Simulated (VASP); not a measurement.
# AgB2 (P1) in VASP: density of states with PBEsol

Aim: the density of states of AgB2 with PBEsol.

Program: VASP 6.6.1. These are calculated values, not measurements. Logs are shortened: lines on timing, memory, paths and dates and some standing lists are left out, and cuts for length are marked.

### Step 1. The cell of the first run

The typed cell holds 3 atoms: a = 3.108 Å, b = 3.067 Å, c = 3.272 Å, α = 89.11°, β = 90.81°, γ = 118.56°.

### Step 2. Density of states, PBEsol

Contents of POSCAR:

```
AgB2
1.0
    3.1075890000      0.0508340000     -0.0217610000
   -1.5097710000      2.6692170000      0.0236620000
   -0.0235020000      0.0159390000      3.2716310000
B Ag
2 1
Direct
    0.3281600000      0.6595910000      0.4937800000
    0.6718140000      0.3219160000      0.4993050000
    0.0029060000      0.0019210000      0.9993930000
```

Contents of INCAR.step1:

```
  ALGO = Normal
  EDIFF = 1E-7
  ENCUT = 520
  GGA = PS
  ISIF = 2
  ISMEAR = -1
  LASPH = T
  LCHARG = T
  LMAXMIX = 4
  LREAL = F
  LWAVE = F
  NBANDS = 16
  NELM = 100
  PREC = Accurate
  SIGMA = 0.1
```

Contents of KPOINTS.step1:

```
Automatic mesh
0
Gamma
  7 7 6
  0 0.5 0
```

Contents of INCAR.step2:

```
  ALGO = Normal
  EDIFF = 1E-7
  ENCUT = 520
  GGA = PS
  ICHARG = 11
  ISIF = 2
  ISMEAR = -5
  LASPH = T
  LCHARG = F
  LMAXMIX = 4
  LORBIT = 11
  LREAL = F
  LWAVE = F
  NBANDS = 16
  NEDOS = 1001
  NELM = 100
  PREC = Accurate
  SIGMA = 0.1
```

Contents of KPOINTS.step2:

```
k-points
0
Gamma
  11 11 9
```

Potentials or basis: VASP PAW PBE potentials, release 64 (B, Ag).

The run is started by

```sh
cat potpaw_PBE.64/B/POTCAR potpaw_PBE.64/Ag/POTCAR > POTCAR
cp INCAR.step1 INCAR
cp KPOINTS.step1 KPOINTS
mpirun -np 1 vasp_std > vasp.out
cp INCAR.step2 INCAR
cp KPOINTS.step2 KPOINTS
mpirun -np 1 vasp_std > vasp.out
```

OUTCAR:

```text
EDIFF = 1E-7
   ENCUT = 520
   GGA = PS
   ICHARG = 11
   ISIF = 2
   ISMEAR = -5
   LASPH = T
   LORBIT = 11
   LREAL = F
   NELM = 100
   PREC = Accurate

 ion  position               nearest neighbor table
   1  0.328  0.660  0.494-   2 1.79   2 1.79   2 1.81   3 2.38   3 2.41   3 2.41   3 2.44   3 2.46
                             3 2.47
   2  0.672  0.322  0.499-   1 1.79   1 1.79   1 1.81   3 2.36   3 2.40   3 2.44   3 2.44   3 2.46
                             3 2.47
   3  0.003  0.002  0.999-   2 2.36   1 2.38   2 2.40   1 2.41   1 2.41   2 2.44   2 2.44   1 2.44
                             1 2.46   2 2.46   1 2.47   2 2.47

  LATTYP: Found a triclinic cell.
 ALAT       =     3.0667063367
 B/A-ratio  =     1.0286710598
 C/A-ratio  =     1.0668625812
 COS(alpha) =     0.0011648226
 COS(beta)  =     0.0154921487
 COS(gamma) =     0.5011315524

  Lattice vectors:

 A1 = (   1.5097710000,  -2.6692170000,  -0.0236620000)
 A2 = (  -1.5978180000,  -2.7200510000,  -0.0019010000)
 A3 = (   0.0235020000,  -0.0159390000,  -3.2716310000)

Analysis of symmetry for initial positions (statically):
=====================================================================
 Subroutine PRICEL returns:
 Original cell was already a primitive cell.

 Routine SETGRP: Setting up the symmetry group for a
 triclinic supercell.

 Subroutine GETGRP returns: Found  1 space group operations
 (whereof  1 operations were pure point group operations)
 out of a pool of  2 trial point group operations.

The static configuration has the point symmetry C_1 .

Analysis of symmetry for dynamics (positions and initial velocities):
=====================================================================
 Subroutine PRICEL returns:
 Original cell was already a primitive cell.

 Routine SETGRP: Setting up the symmetry group for a
 triclinic supercell.

 Subroutine GETGRP returns: Found  1 space group operations
 (whereof  1 operations were pure point group operations)
 out of a pool of  2 trial point group operations.

The dynamic configuration has the point symmetry C_1 .

 Subroutine INISYM returns: Found  1 space group operations
 (whereof  1 operations are pure point group operations),
 and found     1 'primitive' translations

----------------------------------------------------------------------------------------

                                     Primitive cell

  volume of cell :      27.3867

  direct lattice vectors                    reciprocal lattice vectors
     3.107589000  0.050834000 -0.021761000     0.318852790  0.180338012  0.001411917
    -1.509771000  2.669217000  0.023662000    -0.006085331  0.371216118 -0.001852236
    -0.023502000  0.015939000  3.271631000     0.002164837 -0.001485308  0.305680730

  length of vectors
     3.108080924  3.066706337  3.271754238     0.366320752  0.371270613  0.305692004

  position of ions in fractional coordinates (direct lattice)
     0.328160000  0.659591000  0.493780000
     0.671814000  0.321916000  0.499305000
     0.002906000  0.001921000  0.999393000

  ion indices of the primitive-cell ions
   primitive index   ion index
                 1           1
                 2           2
                 3           3

----------------------------------------------------------------------------------------

 KPOINTS: k-points

Automatic generation of k-mesh.
 Grid dimensions read from file:
 generate k-points for:   11   11    9

 Generating k-lattice:

  Cartesian coordinates                     Fractional coordinates (reciprocal lattice)
     0.028986617  0.016394365  0.000128356     0.090909091  0.000000000  0.000000000
    -0.000553212  0.033746920 -0.000168385     0.000000000  0.090909091  0.000000000
     0.000240537 -0.000165034  0.033964526     0.000000000  0.000000000  0.111111111

  Length of vectors
     0.033301887  0.033751874  0.033965778

  Shift w.r.t. Gamma in fractional coordinates (k-lattice)
     0.000000000  0.000000000  0.000000000

 TETIRR: Found   3264 inequivalent tetrahedra from     6534

 Subroutine IBZKPT returns following result:
 ===========================================

 Found    545 irreducible k-points:

 Following reciprocal coordinates:
            Coordinates               Weight
  0.000000  0.000000  0.000000      1.000000
  0.090909  0.000000  0.000000      2.000000
  0.181818  0.000000  0.000000      2.000000
  0.272727  0.000000  0.000000      2.000000
  0.363636  0.000000  0.000000      2.000000
  0.454545  0.000000 -0.000000      2.000000
[... 16 lines left out ...]
  0.454545  0.181818 -0.000000      2.000000
 -0.454545  0.181818  0.000000      2.000000
 [... further k-points ...]
   k-points           NKPTS =    545   k-points in BZ     NKDIM =    545   number of bands    NBANDS=     16
   number of dos      NEDOS =   1001   number of ions     NIONS =      3
   total plane-waves  NPLWV =  13824
   dimension x,y,z NGX =    24 NGY =   24 NGZ =   24
   dimension x,y,z NGXF=    48 NGYF=   48 NGZF=   48
   ions per type =               2   1
   NGX,Y,Z   is equivalent  to a cutoff of  12.84, 13.01, 12.19 a.u.
   NGXF,Y,Z  is equivalent  to a cutoff of  25.67, 26.02, 24.39 a.u.
 SYSTEM =  unknown system
   PREC   = accura    normal or accurate (medium, high low for compatibility)
   ISTART =      0    job   : 0-new  1-cont  2-samecut
   ICHARG =     11    charge: 1-file 2-atom 10-const
   ISPIN  =      1    spin polarized calculation?
   LNONCOLLINEAR =      F non collinear calculations
   LSORBIT =      F    spin-orbit coupling
   LASPH  =      T    aspherical Exc in radial PAW
   ENCUT  =  520.0 eV  38.22 Ry    6.18 a.u.   5.78  5.70  6.08*2*pi/ulx,y,z
   NELM   =    100;   NELMIN=  2; NELMDL=  0     # of ELM steps
   EDIFF  = 0.1E-06   stopping-criterion for ELM
   LREAL  =      F    real-space projection
   EDIFFG = 0.1E-05   stopping-criterion for IOM
   NSW    =      0    number of steps for IOM
   IBRION =     -1    ionic relax: 0-MD 1-quasi-New 2-CG
   NFREE  =      0    steps in history (QN), initial steepest desc. (CG)
   ISIF   =      2    stress and relaxation
   ISYM   =      2    0-nonsym 1-usesym 2-fastsym
   POTIM  = 0.5000    time-step for ionic-motion
   TEBEG  =    0.0;   TEEND  =   0.0 temperature during run
   PSTRESS=    0.0 pullay stress
   NELECT =      17.0000    total number of electrons
   NUPDOWN=      -1.0000    fix difference up-down
   EMIN   =  10.00;   EMAX   =-10.00  energy-range for DOS
   EFERMI =   0.00;   METHOD = LEGACY
   ISMEAR =    -5;   SIGMA  =   0.10  broadening in eV -4-tet -1-fermi 0-gaus
   EFERMI_NEDOS =   21; number of points for ismear=-14 and -15
   IALGO  =     38    algorithm
   IMIX   =      4    mixing-type and parameters
     AMIX     =   0.40;   BMIX     =  1.00
     AMIX_MAG =   1.60;   BMIX_MAG =  1.00
  volume/ion in A,a.u.               =       9.13        61.60
  Fermi-wavevector in a.u.,A,eV,Ry     =   1.396512  2.639025 26.534712  1.950246
  Thomas-Fermi vector in A             =   2.519859
   LORBIT       =     11    0 simple, 1 ext, 2 COOP (PROOUT), +10 PAW based schemes
   GGA     = PS    functional components
   LHFCALC =     F    Hartree Fock is set to
   AEXX    =    0.0000 exact exchange contribution
   IVDW    =     0    specifies the selected vdW correction
   LEPSILON=     F    determine dielectric tensor
   LRPA    =     F    only Hartree local field effects (RPA)
 non-spin polarized calculation
 Fermi weights with tetrahedron method with Bloechl corrections
  energy-cutoff  :      520.00
  volume of cell :       27.39
 maximum number of plane-waves:       753

 number of electron      17.0000000 magnetization

 Free energy of the ion-electron system (eV)
  ---------------------------------------------------
  ext. energy  EPLUGINS =         0.00000000
  ---------------------------------------------------
  free energy    TOTEN  =       -15.14813281 eV

  energy without entropy =      -15.14813281  energy(sigma->0) =      -15.14813281

 E-fermi :   9.4956     XC(G=0): -13.0025

 val. band max:        9.5789580519   @ k =  -0.4545   0.4545   0.4444
 cond. band min:       9.4436657239   @ k =   0.4545  -0.2727   0.2222
 fundamental gap:     -0.1352923280
 Fermi energy:         9.4955938292

 k-point     1 :       0.0000    0.0000    0.0000
  band No.  band energies     occupation
      1      -4.1858      2.00000
      2       2.8870      2.00000
      3       3.1253      2.00000
      4       3.4002      2.00000
      5       4.6499      2.00000
      6       4.6887      2.00000
[... 8 lines left out ...]
     15      25.0089      0.00000
     16      27.6872      0.00000

 k-point     2 :       0.0909    0.0000    0.0000
  band No.  band energies     occupation
      1      -4.0402      2.00000
      2       2.9395      2.00000
      3       3.0180      2.00000
      4       3.4761      2.00000
      5       4.3605      2.00000
      6       4.6480      2.00000
[... 8 lines left out ...]
     15      25.2711      0.00000
     16      28.2160      0.00000

 k-point     3 :       0.1818    0.0000    0.0000
  band No.  band energies     occupation
      1      -3.6106      2.00000
      2       2.6864      2.00000
      3       3.0551      2.00000
      4       3.7096      2.00000
      5       3.8326      2.00000
      6       4.6007      2.00000
[... 8 lines left out ...]
     15      25.6762      0.00000
     16      28.1641      0.00000
[... 362 lines left out ...]
 k-point    23 :       0.4545    0.1818   -0.0000
  band No.  band energies     occupation
      1      -0.4981      2.00000
      2       0.5451      2.00000
      3       2.5017      2.00000
      4       3.0412      2.00000
      5       4.0276      2.00000
      6       4.9558      2.00000
[... 8 lines left out ...]
     15      22.2595      0.00000
     16      23.5691      0.00000

 k-point    24 :      -0.4545    0.1818    0.0000
  band No.  band energies     occupation
      1      -1.5505      2.00000
      2       1.4564      2.00000
      3       2.7785      2.00000
      4       3.0766      2.00000
      5       4.1707      2.00000
      6       4.5595      2.00000
[... 8 lines left out ...]
     15      22.9189      0.00000
     16      24.1444      0.00000

 [... further k-points ...]
[... 5 lines left out ...]
  --------------------------------------------------------------------------------------
  -------------------------------------------------------------------------------------
  Total        1.5309148      1.3900902      7.4245070     -0.5398536     -0.0224054      0.0465104
  in kB       89.5617106     81.3231774    434.3491579    -31.5825625     -1.3107640      2.7209553
  external PRESSURE =     201.7446820 kB  Pullay stress =       0.0000000 kB

 VOLUME and BASIS-vectors are now :
 -----------------------------------------------------------------------------
  energy-cutoff  :      520.00
  volume of cell :       27.39
      direct lattice vectors                 reciprocal lattice vectors
     3.107589000  0.050834000 -0.021761000     0.318852790  0.180338012  0.001411917
    -1.509771000  2.669217000  0.023662000    -0.006085331  0.371216118 -0.001852236
    -0.023502000  0.015939000  3.271631000     0.002164837 -0.001485308  0.305680730

 POSITION                                       TOTAL-FORCE (eV/Angst)
 -----------------------------------------------------------------------------------
      0.01235      1.78514      1.62393        -0.208154      0.029833      0.200808
      1.58997      0.90137      1.62654         0.182334      0.016569     -0.090130
     -0.01736      0.02120      3.26963         0.025820     -0.046402     -0.110678
 -----------------------------------------------------------------------------------
    total drift:                               -0.000016      0.000260     -0.000204

  FREE ENERGIE OF THE ION-ELECTRON SYSTEM (eV)
  ---------------------------------------------------
  free  energy   TOTEN  =       -15.1481328111 eV

  energy  without entropy=      -15.1481328111  energy(sigma->0) =      -15.14813281

 total charge

# of ion       s       p       d       tot
------------------------------------------
    1        0.692   1.193   0.000   1.885
    2        0.692   1.193   0.000   1.885
    3        0.404   0.503   9.195  10.102
--------------------------------------------------
tot          1.788   2.889   9.195  13.872
```

Run time: 3.3 min. Hardware: 1 thread of Intel Xeon 8259CL, shared host; peak memory 0.33 GiB.

Results:

```yaml
Valence_electrons_inside_the_program's_atomic_spheres: B 1.89; Ag 10.10
```

Levels at points of the mesh, in eV from the Fermi level:
```
           k point  band 5  band 6  band 7  band 8  band 9  band 10  band 11  band 12  band 13  band 14
(0.00, 0.00, 0.00)   -4.85   -4.81   -2.66    0.74    1.24     4.95     5.24     5.51     6.38     9.26
```

Caveat: the PAW data sets were made with another functional, which shifts forces and pressure a little; tetrahedron occupations give inexact forces and stress in metals.
